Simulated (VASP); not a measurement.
## Si8C7 (a cell with a defect): single point with PBE

Si8C7 (a cell with a defect):

```
CELL_PARAMETERS angstrom
-4.37945 -4.37945 0.00000
0.00000 -4.37945 4.37945
-4.37945 0.00000 4.37945
ATOMIC_POSITIONS crystal
Si 0.50000 0.50000 0.00000
Si 0.00000 0.50000 0.00000
Si 0.50000 0.00000 0.00000
Si 0.00000 0.00000 0.00000
Si 0.50000 0.50000 0.50000
Si 0.00000 0.50000 0.50000
Si 0.50000 0.00000 0.50000
Si 0.00000 0.00000 0.50000
C 0.87500 0.37500 0.37500
C 0.37500 0.87500 0.37500
C 0.87500 0.87500 0.37500
C 0.37500 0.37500 0.87500
C 0.87500 0.37500 0.87500
C 0.37500 0.87500 0.87500
C 0.87500 0.87500 0.87500
```

```
Program             : VASP 6.6.1
Task                : single point
Functional          : PBE
Potentials or basis : VASP PAW PBE potentials, release 64 (Si, C)
Cutoff              : 520 eV
k mesh              : 6 × 6 × 6
Occupations         : gaussian, width 0.05 eV
Spin                : no spin polarisation
```

| Item | Value |
| --- | --- |
| Largest force | 1.838 eV/Å |

Forces in eV/Å, atoms in the order of the input:
```
Si   1.061 -1.061 -1.061
Si  -0.291  0.291 -0.291
Si   0.291  0.291  0.291
Si  -0.291 -0.291  0.291
Si  -1.061 -1.061  1.061
Si   1.061  1.061  1.061
Si  -1.061  1.061 -1.061
Si   0.291 -0.291 -0.291
C    0.000  0.000 -0.390
C    0.390  0.000  0.000
C    0.000 -0.390  0.000
C    0.000  0.390  0.000
C   -0.390  0.000  0.000
C    0.000  0.000  0.390
C    0.000  0.000  0.000
```

Levels at points of the mesh, in eV from the Fermi level:
| k point | band 26 | band 27 | band 28 | band 29 | band 30 | band 31 |
| --- | --- | --- | --- | --- | --- | --- |
| (0.00, 0.00, 0.00) | -0.08 | 0.57 | 0.57 | 0.57 | 2.74 | 2.74 |
| (0.50, 0.00, 0.00) | -0.48 | -0.48 | 0.30 | 0.30 | 0.86 | 3.74 |
| (0.50, 0.50, 0.00) | -0.62 | -0.27 | -0.24 | -0.20 | 0.58 | 3.21 |

Wall time 3 min on 1 thread of Intel(R) Xeon(R) Platinum 8488C (Sapphire Rapids) (shared host), peak memory 0.32 GiB.

Caveat: the cell carries a net charge on a neutralising background, which shifts energy and pressure; the cell is charged against a uniform background, so pressure and absolute levels hang on convention.
